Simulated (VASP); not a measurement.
# ScAlSbP3 (P-6m2) in VASP: a series of runs

Runs on ScAlSbP3. Level: PBE. Tasks: relaxation of cell and atoms, single point.

All numbers are computed with VASP 6.6.1; they aren't measurements. Logs are shortened: lines on timing, memory, paths and dates and some standing lists are left out, and cuts for length are marked.

## Step 1: The cell of the first run

Symmetry: P-6m2, No. 187, hexagonal system. The conventional cell has a = 6.185 Å, b = 6.185 Å, c = 3.857 Å, α = 90.00°, β = 90.00°, γ = 120.00°. Within 4.7 Å of Sc (site symmetry -6m2) lie 3 Sb at 3.57 Å and 3 Al at 3.57 Å and 12 P at 3.65 Å and 2 Sc at 3.86 Å. Within 3.6 Å of Al (site symmetry -6m2) lie 6 P at 2.68 Å and 3 Sb at 3.57 Å and 3 Sc at 3.57 Å. Within 3.4 Å of Sb (site symmetry -6m2) lie 6 P at 2.58 Å. P (site symmetry mm2) has 2 Sb at 2.58 Å and 2 Al at 2.68 Å and 4 P at 2.97 to 3.21 Å within 3.4 Å.

The cell was built from a structure type or drawn by symmetry, and may not be a known phase.

## Step 2: Relaxation of cell and atoms, PBE

Input file INCAR:

```
SYSTEM = ScAlSbP3
PREC = Accurate ; ENCUT = 600
EDIFF = 1E-7 ; ISMEAR = 0
SIGMA = 0.1 ; LREAL = .FALSE.
LASPH = .TRUE. ; NELM = 100
ALGO = Normal ; ISIF = 3
LWAVE = .FALSE. ; LCHARG = .FALSE.
GGA = PE ; IBRION = 2
NSW = 90 ; EDIFFG = -0.04
```

Input file KPOINTS:

```
regular mesh
0
G
  3 3 4
  0 0 0
```

Input file POSCAR:

```
ScAlSbP3
1.0
    6.1848769600      0.0000000000      0.0000000000
   -3.0924384800      5.3562605600      0.0000000000
    0.0000000000      0.0000000000      3.8572911900
Sc Al Sb P
1 1 1 3
Direct
    0.0000000000      0.0000000000      0.0000000000
    0.6666666700      0.3333333300      0.0000000000
    0.3333333300      0.6666666700      0.0000000000
    0.0129650000      0.5064825000      0.5000000000
    0.4935175000      0.5064825000      0.5000000000
    0.4935175000      0.9870350000      0.5000000000
```

Potentials or basis: VASP PAW PBE potentials, release 64 (Sc_sv, Al, Sb, P).

The run is started by

```sh
$ cat potpaw_PBE.64/Sc_sv/POTCAR potpaw_PBE.64/Al/POTCAR potpaw_PBE.64/Sb/POTCAR potpaw_PBE.64/P/POTCAR > POTCAR
$ mpirun -np 1 vasp_std > vasp.out
```

OUTCAR:

```text
SYSTEM = ScAlSbP3
   PREC = Accurate
   ENCUT = 600
   EDIFF = 1E-7
   ISMEAR = 0
   LREAL = .FALSE.
   LASPH = .TRUE.
   NELM = 100
   ISIF = 3
   GGA = PE
   IBRION = 2
   NSW = 90
   EDIFFG = -0.04

 ion  position               nearest neighbor table
   1  0.000  0.000  0.000-   3 3.57   3 3.57   3 3.57
   2  0.667  0.333  0.000-   6 2.68   6 2.68   4 2.68   4 2.68   5 2.68   5 2.68   3 3.57   3 3.57
                             3 3.57
   3  0.333  0.667  0.000-   6 2.58   6 2.58   4 2.58   4 2.58   5 2.58   5 2.58   2 3.57   1 3.57
                             2 3.57   1 3.57   1 3.57   2 3.57
   4  0.013  0.506  0.500-   3 2.58   3 2.58   2 2.68   2 2.68
   5  0.494  0.506  0.500-   3 2.58   3 2.58   2 2.68   2 2.68
   6  0.494  0.987  0.500-   3 2.58   3 2.58   2 2.68   2 2.68

  LATTYP: Found a hexagonal cell.
 ALAT       =     6.1848769600
 C/A-ratio  =     0.6236649840

  Lattice vectors:

 A1 = (   6.1848769600,   0.0000000000,   0.0000000000)
 A2 = (  -3.0924384800,   5.3562605600,   0.0000000000)
 A3 = (   0.0000000000,   0.0000000000,   3.8572911900)

Analysis of symmetry for initial positions (statically):
=====================================================================
 Subroutine PRICEL returns:
 Original cell was already a primitive cell.

 Routine SETGRP: Setting up the symmetry group for a
 hexagonal supercell.

 Subroutine GETGRP returns: Found 12 space group operations
 (whereof 12 operations were pure point group operations)
 out of a pool of 24 trial point group operations.

The static configuration has the point symmetry D_3h.

Analysis of symmetry for dynamics (positions and initial velocities):
=====================================================================
 Subroutine PRICEL returns:
 Original cell was already a primitive cell.

 Routine SETGRP: Setting up the symmetry group for a
 hexagonal supercell.

 Subroutine GETGRP returns: Found 12 space group operations
 (whereof 12 operations were pure point group operations)
 out of a pool of 24 trial point group operations.

The dynamic configuration has the point symmetry D_3h.

 Subroutine INISYM returns: Found 12 space group operations
 (whereof 12 operations are pure point group operations),
 and found     1 'primitive' translations

----------------------------------------------------------------------------------------

                                     Primitive cell

  volume of cell :     127.7836
[... 85 lines left out ...]
   IBRION =      2    ionic relax: 0-MD 1-quasi-New 2-CG
   NFREE  =      1    steps in history (QN), initial steepest desc. (CG)
   ISIF   =      3    stress and relaxation
   ISYM   =      2    0-nonsym 1-usesym 2-fastsym
   POTIM  = 0.5000    time-step for ionic-motion
   TEBEG  =    0.0;   TEEND  =   0.0 temperature during run
   PSTRESS=    0.0 pullay stress
   NELECT =      34.0000    total number of electrons
   NUPDOWN=      -1.0000    fix difference up-down
   EMIN   =  10.00;   EMAX   =-10.00  energy-range for DOS
   EFERMI =   0.00;   METHOD = LEGACY
   ISMEAR =     0;   SIGMA  =   0.10  broadening in eV -4-tet -1-fermi 0-gaus
   EFERMI_NEDOS =   21; number of points for ismear=-14 and -15
   IALGO  =     38    algorithm
   IMIX   =      4    mixing-type and parameters
     AMIX     =   0.40;   BMIX     =  1.00
     AMIX_MAG =   1.60;   BMIX_MAG =  1.00
  volume/ion in A,a.u.               =      21.30       143.72
  Fermi-wavevector in a.u.,A,eV,Ry     =   1.052954  1.989795 15.084945  1.108712
  Thomas-Fermi vector in A             =   2.188057
   LORBIT       =      0    0 simple, 1 ext, 2 COOP (PROOUT), +10 PAW based schemes
   GGA     = PE    functional components
   LHFCALC =     F    Hartree Fock is set to
   AEXX    =    0.0000 exact exchange contribution
   IVDW    =     0    specifies the selected vdW correction
   LEPSILON=     F    determine dielectric tensor
   LRPA    =     F    only Hartree local field effects (RPA)
 conjugate gradient relaxation of ions
 non-spin polarized calculation
 Gauss-broadening in eV      SIGMA  =   0.10
  energy-cutoff  :      600.00
  volume of cell :      127.78
 maximum number of plane-waves:      4299
 NGX is ok and might be reduce to    50

--------------------------------------- Ionic step        1  -------------------------------------------

 number of electron      34.0000003 magnetization

 Free energy of the ion-electron system (eV)
  ---------------------------------------------------
  ext. energy  EPLUGINS =         0.00000000
  ---------------------------------------------------
  free energy    TOTEN  =       -27.48616732 eV

  energy without entropy =      -27.45280039  energy(sigma->0) =      -27.46948386

------------------------ aborting loop because EDIFF is reached ----------------------------------------

  FORCE on cell =-STRESS in cart. coord.  units (eV):
  Direction    XX          YY          ZZ          XY          YZ          ZX
  --------------------------------------------------------------------------------------
  -------------------------------------------------------------------------------------
  Total       -0.2375614     -0.2375614      0.3523662      0.0000000      0.0000000      0.0000000
  in kB       -2.9785940     -2.9785940      4.4180394      0.0000000      0.0000000      0.0000000
  external PRESSURE =      -0.5130496 kB  Pullay stress =       0.0000000 kB
[... 67 lines left out ...]
--------------------------------------- Ionic step        3  -------------------------------------------

 number of electron      34.0000003 magnetization

 E-fermi :   6.6328     XC(G=0):  -9.9206

 val. band max:        6.5961609296   @ k =   0.3333   0.3333   0.5000
 cond. band min:       6.6610224831   @ k =   0.0000   0.0000   0.0000
 fundamental gap:      0.0648615536
 Fermi energy:         6.6328125250

 k-point     1 :       0.0000    0.0000    0.0000
  band No.  band energies     occupation
      1     -44.4038      2.00000
      2     -22.9932      2.00000
      3     -22.9932      2.00000
      4     -22.9709      2.00000
      5      -7.2449      2.00000
      6      -3.4571      2.00000
[... 364 lines left out ...]
--------------------------------------- Ionic step        7  -------------------------------------------

 number of electron      33.9999999 magnetization

 Free energy of the ion-electron system (eV)
  ---------------------------------------------------
  ext. energy  EPLUGINS =         0.00000000
  ---------------------------------------------------
  free energy    TOTEN  =       -28.51896074 eV

  energy without entropy =      -28.48166428  energy(sigma->0) =      -28.50031251

 E-fermi :   6.9312     XC(G=0): -10.0436

 val. band max:        6.8956762829   @ k =   0.3333   0.3333   0.5000
 cond. band min:       6.9498203594   @ k =   0.3333   0.0000   0.0000
 fundamental gap:      0.0541440764
 Fermi energy:         6.9311985901

 k-point     1 :       0.0000    0.0000    0.0000
  band No.  band energies     occupation
      1     -44.0494      2.00000
      2     -22.6397      2.00000
      3     -22.6397      2.00000
      4     -22.6192      2.00000
      5      -7.1527      2.00000
      6      -3.2360      2.00000
[... 238 lines left out ...]
  FREE ENERGIE OF THE ION-ELECTRON SYSTEM (eV)
  ---------------------------------------------------
  free  energy   TOTEN  =       -28.5189607443 eV

  energy  without entropy=      -28.4816642840  energy(sigma->0) =      -28.50031251

 reached required accuracy - stopping structural energy minimisation
```

OSZICAR:

```text
N       E                     dE             d eps       ncg     rms          rms(c)
DAV:   1     0.289697478936E+03    0.28970E+03   -0.14447E+04   378   0.159E+03
DAV:   2     0.102028514773E+02   -0.27949E+03   -0.27509E+03   386   0.419E+02
DAV:   3    -0.283403484942E+02   -0.38543E+02   -0.36655E+02   596   0.121E+02
[... 81 lines left out ...]
DAV:   5    -0.285189584323E+02    0.44908E-05   -0.58556E-05   543   0.473E-02    0.122E-02
DAV:   6    -0.285189593243E+02   -0.89209E-06   -0.66581E-06   582   0.151E-02    0.749E-03
DAV:   7    -0.285189603991E+02   -0.10747E-05   -0.98514E-07   540   0.879E-03    0.198E-03
DAV:   8    -0.285189607724E+02   -0.37334E-06   -0.93787E-08   299   0.263E-03    0.570E-04
DAV:   9    -0.285189607443E+02    0.28146E-07   -0.32097E-08   309   0.221E-03
   7 F= -.28518961E+02 E0= -.28500313E+02  d E =-.252072E-02
```

Wall time 3 min (1 thread of Intel Xeon Platinum 8488C (Sapphire Rapids), shared host); peak memory 0.31 GiB.

What came out:

```yaml
Free_energy: -28.5190 eV
Relaxed_volume: 20.63 Å³/atom
Relaxed_cell: a = 6.089 Å, b = 6.089 Å, c = 3.855 Å, α = 90.00°, β = 90.00°, γ = 120.00°
Space_group_after_relaxing_to_0.1_Å: P-6m2 (No. 187)
Energy_gained_by_relaxing: 172.1 meV/atom
Ionic_steps: 7
Pressure_after_relaxing: 0.0 GPa
Largest_force_after_relaxing: 0.020 eV/Å
Band_gap_on_the_k_mesh: zero (bands 17 and 18 overlap by 1.05 eV)
```

Forces on the atoms (eV/Å):
```
Sc   0.000  0.000  0.000
Al   0.000  0.000  0.000
Sb   0.000  0.000  0.000
P    0.017  0.010  0.000
P   -0.017  0.010  0.000
P    0.000 -0.020  0.000
```

Stress tensor (GPa, compression positive):
```
 0.07  0.00  0.00
 0.00  0.07  0.00
 0.00  0.00 -0.13
```

Step by step:
| step | energy change (eV) | largest force (eV/Å) | pressure (GPa) | volume (Å³) |
| --- | --- | --- | --- | --- |
| 1 | 0.0000 | 2.5555 | -0.05 | 127.78 |
| 2 | -0.7143 | 1.3278 | -1.83 | 127.66 |
| 3 | -1.0121 | 0.0018 | -1.78 | 127.49 |
| 4 | -1.0206 | 0.1850 | 1.25 | 122.10 |
| 5 | -1.0303 | 0.1055 | -0.09 | 124.33 |
| 6 | -1.0323 | 0.0590 | -0.04 | 124.03 |
| 7 | -1.0328 | 0.0200 | 0.00 | 123.80 |

Final structure:
```yaml
crystal:
  lattice:
    - [6.08933, 0.00000, 0.00000]
    - [-3.04467, 5.27352, 0.00000]
    - [0.00000, 0.00000, 3.85514]
  atoms:
    - { symbol: Sc, position: [0.00000, 0.00000, 0.00000] }
    - { symbol: Al, position: [0.66667, 0.33333, 0.00000] }
    - { symbol: Sb, position: [0.33333, 0.66667, 0.00000] }
    - { symbol: P, position: [0.96167, 0.48083, 0.50000] }
    - { symbol: P, position: [0.51917, 0.48083, 0.50000] }
    - { symbol: P, position: [0.51917, 0.03833, 0.50000] }
```

Caveat: the k points lie up to 0.41 Å⁻¹ apart in the final cell, too coarse for converged energies and pressures of a metal; spin-orbit coupling is left out, which moves the levels of the heavy elements.

## Step 3: Single point, PBE, collinear spin

This run uses another cell than the first one, of 20.61 Å³/atom.

Input file INCAR:

```
SYSTEM = ScAlSbP3
PREC = Accurate
ENCUT = 520
EDIFF = 1E-6
ISMEAR = 0
SIGMA = 0.1
LREAL = .FALSE.
LASPH = .TRUE.
NELM = 150
ALGO = Normal
ISIF = 2
LWAVE = .FALSE.
LCHARG = .FALSE.
ISPIN = 2
MAGMOM = 1 0 0 0 0 0
LORBIT = 11
LMAXMIX = 4
GGA = PE
NBANDS = 30
```

KPOINTS is that of step 2.

Input file POSCAR:

```
ScAlSbP3
1.0
    6.0937282587      0.0000000000      0.0000000000
   -3.0468641293      5.2773234758      0.0000000000
    0.0000000000      0.0000000000      3.8456620585
Sc Al Sb P
1 1 1 3
Direct
    0.0000000000      0.0000000000      0.0000000000
    0.6666666667      0.3333333333      0.0000000000
    0.3333333333      0.6666666667      0.0000000000
    0.9629599731      0.4814799866      0.5000000000
    0.5185200134      0.4814799866      0.5000000000
    0.5185200134      0.0370400269      0.5000000000
```

Potentials or basis: VASP PAW PBE potentials, release 64 (Sc_sv, Al, Sb, P).

The run is started by

```sh
$ cat potpaw_PBE.64/Sc_sv/POTCAR potpaw_PBE.64/Al/POTCAR potpaw_PBE.64/Sb/POTCAR potpaw_PBE.64/P/POTCAR > POTCAR
$ mpirun -np 1 vasp_std > vasp.out
```

It took 65 s on 1 thread of Intel Xeon Platinum 8488C (Sapphire Rapids), shared host; peak memory 0.33 GiB.

Results (log left out):

```
Free energy                                           : -28.5331 eV
Pressure                                              : 0.2 GPa
Largest force                                         : 0.050 eV/Å
Net moment                                            : 0.56 μB per cell
Site moments                                          : Sc +0.34; Al -0.00; Sb +0.01; P -0.00 μB
Valence electrons inside the program's atomic spheres : Sc 9.11; Al 0.77; Sb 2.37; P 2.43
```

Forces on the atoms (eV/Å):
```
Sc   0.000  0.000  0.000
Al   0.000  0.000  0.000
Sb   0.000  0.000  0.000
P   -0.044 -0.025  0.000
P    0.044 -0.025  0.000
P    0.000  0.050  0.000
```

Stress tensor (GPa, compression positive):
```
0.11 0.00 0.00
0.00 0.11 0.00
0.00 0.00 0.30
```

Levels at points of the mesh, in eV from the Fermi level:
Spin up:
| k point | band 15 | band 16 | band 17 | band 18 | band 19 | band 20 |
| --- | --- | --- | --- | --- | --- | --- |
| (0.00, 0.00, 0.00) | -0.97 | -0.02 | 0.07 | 0.07 | 0.15 | 0.99 |
| (0.00, 0.00, 0.50) | -0.79 | -0.79 | 0.62 | 0.97 | 0.97 | 1.01 |
Spin down:
| k point | band 15 | band 16 | band 17 | band 18 | band 19 | band 20 |
| --- | --- | --- | --- | --- | --- | --- |
| (0.00, 0.00, 0.00) | -0.97 | 0.16 | 0.22 | 0.22 | 0.46 | 1.16 |
| (0.00, 0.00, 0.50) | -0.74 | -0.74 | 0.99 | 1.11 | 1.11 | 1.36 |

Caveat: the k points lie up to 0.41 Å⁻¹ apart; spin-orbit coupling is left out, which moves the levels of the heavy elements.

## Step 4: Single point, PBE

This run uses another cell than the first one, of the same volume but with other edges.

Input file INCAR:

```
PREC = Accurate
ENCUT = 520
EDIFF = 1E-7
ISMEAR = 0
SIGMA = 0.1
LREAL = F
LASPH = T
NELM = 60
ALGO = Normal
ISIF = 2
LWAVE = F
LCHARG = F
GGA = PE
NBANDS = 26
```

Input file KPOINTS:

```
Automatic mesh
0
Gamma
  12 12 8
```

Input file POSCAR:

```
ScAlSbP3
1.0
    5.3017703004      0.0000000000      0.0000000000
   -2.6508851502      4.5914677652      0.0000000000
    0.0000000000      0.0000000000      5.2431974040
Sc Al Sb P
1 1 1 3
Direct
    0.0000000000      0.0000000000      0.0000000000
    0.6666666667      0.3333333333      0.0000000000
    0.3333333333      0.6666666667      0.0000000000
    0.9456606729      0.4728303364      0.5000000000
    0.5271696636      0.4728303364      0.5000000000
    0.5271696636      0.0543393271      0.5000000000
```

The run is started by

```sh
$ cat potpaw_PBE.64/Sc_sv/POTCAR potpaw_PBE.64/Al/POTCAR potpaw_PBE.64/Sb/POTCAR potpaw_PBE.64/P/POTCAR > POTCAR
$ mpirun -np 1 vasp_std > vasp.out
```

It took 5.1 min on 1 thread of Intel Xeon Platinum 8488C (Sapphire Rapids), shared host; peak memory 0.48 GiB.

It converged, with:

```yaml
Free_energy: -28.9217 eV
Pressure: -0.1 GPa
Largest_force: 0.093 eV/Å
Band_gap_on_the_k_mesh: zero (bands 17 and 18 overlap by 0.79 eV)
```

Forces on the atoms (eV/Å):
```
Sc   0.000  0.000  0.000
Al   0.000  0.000  0.000
Sb   0.000  0.000  0.000
P   -0.081 -0.047  0.000
P    0.081 -0.047  0.000
P    0.000  0.093  0.000
```

Stress tensor (GPa, compression positive):
```
-0.19  0.00  0.00
 0.00 -0.19  0.00
 0.00  0.00 -0.03
```

Levels at points of the mesh, in eV from the Fermi level:
```csv
k point,band 13,band 14,band 15,band 16,band 17,band 18,band 19,band 20,band 21,band 22
"(0.00, 0.00, 0.00)",-2.66,-2.19,-2.19,-1.05,-1.05,-0.64,0.23,0.58,0.58,1.35
"(0.50, 0.00, 0.00)",-2.77,-2.56,-1.94,-1.60,-1.14,-0.04,-0.03,1.11,1.33,1.46
"(0.00, 0.00, 0.50)",-4.01,-4.01,-0.87,-0.25,-0.25,0.12,1.25,1.25,1.36,1.49
"(0.50, 0.00, 0.50)",-2.65,-2.21,-0.62,-0.28,-0.11,0.00,0.09,0.50,1.33,1.71
```

Caveat: spin-orbit coupling is left out, which moves the levels of the heavy elements.

(Continued in part 2 of 2.)
